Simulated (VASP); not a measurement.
Set up this calculation in VASP 6.6.1, as the native input.

- Task: single point
- Functional: r2SCAN
- Potentials or basis: VASP PAW PBE potentials, release 64 (Mg, F)
- Cutoff: 660 eV
- k mesh: 6 × 6 × 10
- Occupations: fermi-dirac, width 0.02 eV
- Spin: no spin polarisation
- Dipole correction: no
- Further INCAR settings: ALGO = Normal; EDIFF = 1e-06; NBANDS = 25

Crystal: MgF2.

```
CELL_PARAMETERS angstrom
4.68680 0.00000 0.00000
0.00000 4.68680 0.00000
0.00000 0.00000 3.08948
ATOMIC_POSITIONS crystal
Mg 0.00000 0.00000 0.00000
Mg 0.50000 0.50000 0.50000
F 0.30381 0.30381 0.00000
F 0.19619 0.80381 0.50000
F 0.69619 0.69619 0.00000
F 0.80381 0.19619 0.50000
```

The input as run:

POSCAR

```
MgF2
1.0
    4.6867963900      0.0000000000      0.0000000000
    0.0000000000      4.6867963900      0.0000000000
    0.0000000000      0.0000000000      3.0894819600
Mg F
2 4
Direct
    0.0000000000      0.0000000000      0.0000000000
    0.5000000000      0.5000000000      0.5000000000
    0.3038128828      0.3038128828      0.0000000000
    0.1961871172      0.8038128828      0.5000000000
    0.6961871172      0.6961871172      0.0000000000
    0.8038128828      0.1961871172      0.5000000000
```

INCAR.step1

```
PREC = Accurate
ENCUT = 660
ISMEAR = -1
SIGMA = 0.02
LREAL = F
LASPH = T
NELM = 120
NBANDS = 25
GGA = PE
ALGO = Normal
EDIFF = 1E-5
LWAVE = T
LCHARG = F
GGA_COMPAT = F
```

INCAR.step2

```
PREC = Accurate
ENCUT = 660
EDIFF = 1E-6
ISMEAR = -1
SIGMA = 0.02
LREAL = F
LASPH = T
NELM = 120
ALGO = Normal
ISIF = 2
LWAVE = F
LCHARG = F
METAGGA = R2SCAN
LMIXTAU = T
NBANDS = 25
ISTART = 1
GGA_COMPAT = F
```

KPOINTS

```
Automatic mesh
0
Gamma
  6 6 10
```

Potentials or basis: VASP PAW PBE potentials, release 64 (Mg, F).

Command:

```bash
$ cat potpaw_PBE.64/Mg/POTCAR potpaw_PBE.64/F/POTCAR > POTCAR
$ cp INCAR.step1 INCAR
$ mpirun -np 1 vasp_std > vasp.out
$ cp INCAR.step2 INCAR
$ mpirun -np 1 vasp_std > vasp.out
```

It gave:

```json
{
 "Pressure": "-5.4 GPa",
 "Largest force": "0.011 eV/Å",
 "Band gap on the k mesh": "7.74 eV"
}
```

Caveat: the cell stands under tension; the PAW data sets were made with another functional, which shifts forces and pressure a little.

Run time: 3.3 min on 1 thread of Intel(R) Xeon(R) 6975P-C (Granite Rapids), with other jobs on the host, peak memory 0.29 GiB.
